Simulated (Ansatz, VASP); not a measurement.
## One calculation of Zr, two programs

The input INCAR:

```
  ALGO = Normal
  EDIFF = 1E-7
  ENCUT = 520
  GGA = PE
  ISIF = 2
  ISMEAR = -1
  LASPH = T
  LCHARG = F
  LREAL = F
  LWAVE = F
  NBANDS = 32
  NELM = 100
  PREC = Accurate
  SIGMA = 0.08
```

The input KPOINTS:

```
k-points
0
Gamma
  13 8 8
```

File POSCAR:

```
Zr
1.0
   -1.6155496479      2.7982140722      0.0000000000
    0.0000000000      0.0000000000      5.1751358139
    4.8466489435      2.7982140722      0.0000000000
Zr
4
Direct
    0.5000000000      0.2500000000      0.1666666670
    0.0000000000      0.2500000000      0.6666666670
    0.0000000000      0.7500000000      0.3333333330
    0.5000000000      0.7500000000      0.8333333330
```

Input for Ansatz:

```yaml
crystal:
  lattice:
    - [-1.6155496479, 2.7982140722, 0.0]
    - [0.0, 0.0, 5.1751358139]
    - [4.8466489435, 2.7982140722, 0.0]
  atoms:
    - { symbol: Zr, position: [0.5, 0.25, 0.166666667] }
    - { symbol: Zr, position: [0.0, 0.25, 0.666666667] }
    - { symbol: Zr, position: [0.0, 0.75, 0.333333333] }
    - { symbol: Zr, position: [0.5, 0.75, 0.833333333] }
kpoints:
  mp_grid: { grid: [13, 8, 8] }
scf:
  occupations: { method: fermi_dirac, width: 0.08 }
hamiltonian:
  xc: pbe
  pseudopotentials: { kind: all_electron, lapw: { basis_error: 0.001 } }
output:
  forces: true
  stress: true
  eigenvalues: true
```

Alike in both runs: task single point; functional PBE; k mesh 13 × 8 × 8; occupations fermi-dirac, width 0.08 eV; no spin polarisation.

```csv
,VASP,Ansatz
version,VASP 6.6.1,Ansatz 0.2.0
potentials or method,"VASP PAW PBE potentials, release 64 (Zr_sv), cutoff 520 eV","all-electron LAPW, scalar-relativistic"
```

|  | VASP | Ansatz | Ansatz less VASP |
| --- | --- | --- | --- |
| pressure (GPa) | 0.0 | 0.0 | +0.01 |

Ansatz ran all-electron here, and VASP with PAW potentials.
